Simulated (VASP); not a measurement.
Here is a VASP 6.6.1 calculation.

Contents of INCAR:

```
ALGO = Normal
EDIFF = 1E-6
ENCUT = 520
GGA = PE
ISIF = 2
ISMEAR = 0
LASPH = T
LCHARG = F
LREAL = F
LWAVE = F
NBANDS = 11
NELM = 100
PREC = Accurate
SIGMA = 0.01
```

File KPOINTS:

```
k-points
0
Gamma
  12 12 12
```

POSCAR

```
C
1.0
    0.0000000000      1.7857951904      1.7857951904
    1.7857951904      0.0000000000      1.7857951904
    1.7857951904      1.7857951904      0.0000000000
C
2
Direct
    0.0000000000      0.0000000000      0.0000000000
    0.2500000000      0.2500000000      0.2500000000
```

Potentials or basis: VASP PAW PBE potentials, release 64 (C).

Command:

```console
$ cat potpaw_PBE.64/C/POTCAR > POTCAR
$ mpirun -np 1 vasp_std > vasp.out
```

(1) Estimate the band gap on the k mesh.

(2) What does it give for the pressure?

Answers

(1) 4.14 eV, indirect (least direct gap 5.58 eV).

(2) 0.7 GPa.
